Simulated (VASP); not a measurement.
Input of a VASP 6.6.1 run:

INCAR

```
SYSTEM = GaN
PREC = Accurate
ENCUT = 520
EDIFF = 1E-6
ISMEAR = 0
SIGMA = 0.02
LREAL = .FALSE.
LASPH = .TRUE.
NELM = 60
ALGO = Normal
ISIF = 2
LWAVE = .FALSE.
LCHARG = .TRUE.
LELF = .TRUE.
LVHAR = .TRUE.
NBANDS = 26
```

The input KPOINTS:

```
Automatic mesh
0
G
  21 21 12
  0 0 0
```

Contents of POSCAR:

```
GaN
1.0
    3.1518108650      0.0000000000      0.0000000000
   -1.5759054325      2.7295482770      0.0000000000
    0.0000000000      0.0000000000      5.1384170688
Ga N
2 2
Direct
    0.3333333333      0.6666666667     -0.0007039981
    0.6666666667      0.3333333333      0.4992960019
    0.3333333333      0.6666666667      0.3757039981
    0.6666666667      0.3333333333      0.8757039981
```

Potentials or basis: VASP PAW LDA potentials, release 64 (Ga_d, N).

Run with:

```sh
$ cat potpaw_LDA.64/Ga_d/POTCAR potpaw_LDA.64/N/POTCAR > POTCAR
$ mpirun -np 1 vasp_std > vasp.out
```

(1) Predict the band gap on the k mesh.

(2) What does it give for the pressure?

## Answers

(1) 2.15 eV.

(2) 1.1 GPa.

Caveat: an odd mesh through Γ misses points on the zone boundary, where band edges can lie.
